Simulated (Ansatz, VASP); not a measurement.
## Al: VASP beside Ansatz

```
CELL_PARAMETERS angstrom
0.00000 2.03070 2.03070
2.03070 0.00000 2.03070
2.03070 2.03070 0.00000
ATOMIC_POSITIONS crystal
Al 0.00000 0.00000 0.00000
```

Change from the starting cell: volume scaled by 1.01, crystal datasets.

Alike in both runs: task electric field gradients; functional LDA; k mesh 17 × 17 × 17; occupations fermi-dirac, width 0.03 eV; no spin polarisation.

|  | VASP | Ansatz |
| --- | --- | --- |
| version | VASP 6.6.1 | Ansatz 0.2.0 |
| potentials or method | VASP PAW LDA potentials, release 64 (Al), cutoff 520 eV | all-electron PAW with datasets made for the crystal, scalar-relativistic |

```csv
,VASP,Ansatz,Ansatz less VASP
pressure (GPa),-4.2,-4.3,-0.03
```

LDA's correlation is that of Perdew and Zunger in VASP and of Perdew and Wang (1992) in Ansatz. Ansatz ran all-electron here, and VASP with PAW potentials.
